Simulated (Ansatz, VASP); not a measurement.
## One calculation of Mg2CdS3, two programs

Contents of INCAR:

```
SYSTEM = Mg2CdS3
  PREC = Accurate
  ENCUT = 520
  EDIFF = 1E-6
  ISMEAR = 0
  SIGMA = 0.1
  LREAL = .False.
  LASPH = .True.
  NELM = 100
  ALGO = Normal
  ISIF = 2
  LWAVE = .False.
  LCHARG = .False.
  GGA = PE
  NBANDS = 26
```

File KPOINTS:

```
regular mesh
0
Gamma
  6 6 2
  0 0 0
```

The input POSCAR:

```
Mg2CdS3
1.0
    3.9305976400      0.0000000000      0.0000000000
   -1.9652988200      3.4039974100      0.0000000000
    0.0000000000      0.0000000000      9.6279585900
Mg Cd S
2 1 3
Direct
    0.3333333300      0.6666666700      0.6666666700
    0.6666666700      0.3333333300      0.3333333300
    0.0000000000      0.0000000000      0.0000000000
    0.0000000000      0.0000000000      0.5000000000
    0.3333333300      0.6666666700      0.1666666700
    0.6666666700      0.3333333300      0.8333333300
```

Input for Ansatz:

```yaml
crystal:
  lattice:
    - [3.93059764, 0.0, 0.0]
    - [-1.96529882, 3.40399741, 0.0]
    - [0.0, 0.0, 9.62795859]
  atoms:
    - { symbol: Mg, position: [0.33333333, 0.66666667, 0.66666667] }
    - { symbol: Mg, position: [0.66666667, 0.33333333, 0.33333333] }
    - { symbol: Cd, position: [0.0, 0.0, 0.0] }
    - { symbol: S, position: [0.0, 0.0, 0.5] }
    - { symbol: S, position: [0.33333333, 0.66666667, 0.16666667] }
    - { symbol: S, position: [0.66666667, 0.33333333, 0.83333333] }
basis:
  ecutwfc: 420
kpoints:
  mp_grid: { grid: [6, 6, 2] }
hamiltonian:
  xc: pbe
scf:
  occupations: { method: gaussian, width: 0.1 }
  lower_state_search: "off"
output:
  forces: true
  stress: true
  eigenvalues: true
```

Alike in both runs: task single point; functional PBE; k mesh 6 × 6 × 2; occupations gaussian, width 0.1 eV; no spin polarisation.

|  | VASP | Ansatz |
| --- | --- | --- |
| version | VASP 6.6.1 | Ansatz 0.2.0 |
| potentials or method | VASP PAW PBE potentials, release 64 (Mg, Cd, S), cutoff 520 eV | scalar-relativistic, plane waves, PAW |
| valence electrons in the cell | 34 | 58 |

```csv
,VASP,Ansatz,Ansatz less VASP
gap on the k mesh at the Fermi level (eV),1.54,1.55,+0.014
least direct gap on the mesh (eV),1.81,1.82,+0.011
pressure (GPa),-6.9,-6.9,+0.03
"traceless stress, the component that is largest in VASP (GPa)",-0.10,-0.10,+0.001
rms of the force components (eV/Å),0.178,0.165,-0.0130
```

Atom by atom the forces differ by 0.013 eV/Å (rms over components). The functional is the same, so the differences come from potentials, cutoffs and numerics. VASP's potentials hold 34 valence electrons a cell and Ansatz's 58, so a difference there can come from the potentials and not from the codes.
